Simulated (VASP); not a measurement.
**SiO2: single point with LDA**

SiO2:

```
CELL_PARAMETERS angstrom
7.16000 0.00000 0.00000
0.00000 7.16000 0.00000
0.00000 0.00000 7.16000
ATOMIC_POSITIONS crystal
Si 0.25500 0.25500 0.25500
Si 0.24500 0.74500 0.75500
Si 0.75500 0.24500 0.74500
Si 0.74500 0.75500 0.24500
Si 0.99200 0.99200 0.99200
Si 0.50800 0.00800 0.49200
Si 0.49200 0.50800 0.00800
Si 0.00800 0.49200 0.50800
O 0.12500 0.12500 0.12500
O 0.37500 0.87500 0.62500
O 0.62500 0.37500 0.87500
O 0.87500 0.62500 0.37500
O 0.66000 0.66000 0.06200
O 0.84000 0.34000 0.56200
O 0.16000 0.84000 0.93800
O 0.34000 0.16000 0.43800
O 0.06200 0.66000 0.66000
O 0.56200 0.84000 0.34000
O 0.93800 0.16000 0.84000
O 0.43800 0.34000 0.16000
O 0.66000 0.06200 0.66000
O 0.34000 0.56200 0.84000
O 0.84000 0.93800 0.16000
O 0.16000 0.43800 0.34000
```

```
Program                : VASP 6.6.1
Task                   : single point
Functional             : LDA
Potentials or basis    : VASP PAW LDA potentials, release 64 (Si, O)
Cutoff                 : 520 eV
k mesh                 : 4 × 4 × 4
Occupations            : gaussian, width 0.1 eV
Spin                   : no spin polarisation
Dipole correction      : no
Further INCAR settings : LREAL = Auto; ALGO = Normal; EDIFF = 1e-06; NBANDS = 82
```

| Quantity | Value |
| --- | --- |
| Pressure | -2.2 GPa |
| Largest force | 3.704 eV/Å |
| Band gap on the k mesh | 3.96 eV, indirect (least direct gap 3.98 eV) |

Forces on the atoms (eV/Å):
```
Si  -0.763 -0.763 -0.763
Si   0.763  0.763 -0.763
Si  -0.763  0.763  0.763
Si   0.763 -0.763  0.763
Si   2.139  2.139  2.139
Si  -2.139 -2.139  2.139
Si   2.139 -2.139 -2.139
Si  -2.139  2.139 -2.139
O    1.260  1.260  1.260
O   -1.260 -1.260  1.260
O    1.260 -1.260 -1.260
O   -1.260  1.260 -1.260
O   -2.388 -1.833 -0.560
O    2.388  1.833 -0.560
O   -2.388  1.833  0.560
O    2.388 -1.833  0.560
O   -0.560 -2.388 -1.833
O   -0.560  2.388  1.833
O    0.560 -2.388  1.833
O    0.560  2.388 -1.833
O   -1.833 -0.560 -2.388
O    1.833 -0.560  2.388
O    1.833  0.560 -2.388
O   -1.833  0.560  2.388
```

Levels at points of the mesh, in eV from the valence-band top:
```csv
k point,band 62,band 63,band 64,band 65,band 66,band 67
"(0.00, 0.00, 0.00)",-0.02,-0.02,-0.02,3.96,5.69,5.69
"(0.50, 0.00, 0.00)",-0.31,-0.04,-0.04,4.77,4.77,5.84
"(0.50, 0.50, 0.00)",-0.28,0.00,0.00,5.06,5.06,5.59
"(0.50, 0.50, 0.50)",-0.05,-0.05,-0.05,5.34,5.34,5.34
```

Wall time 7.1 min on 1 thread of Oxide Virtual Turin-like Processor, on a shared host, peak memory 0.38 GiB.

Caveat: forces of over 1 eV/Å act on the atoms, so gaps and moduli don't describe the material at rest. A hybrid or GW would open this gap; LDA tends to underestimate it.
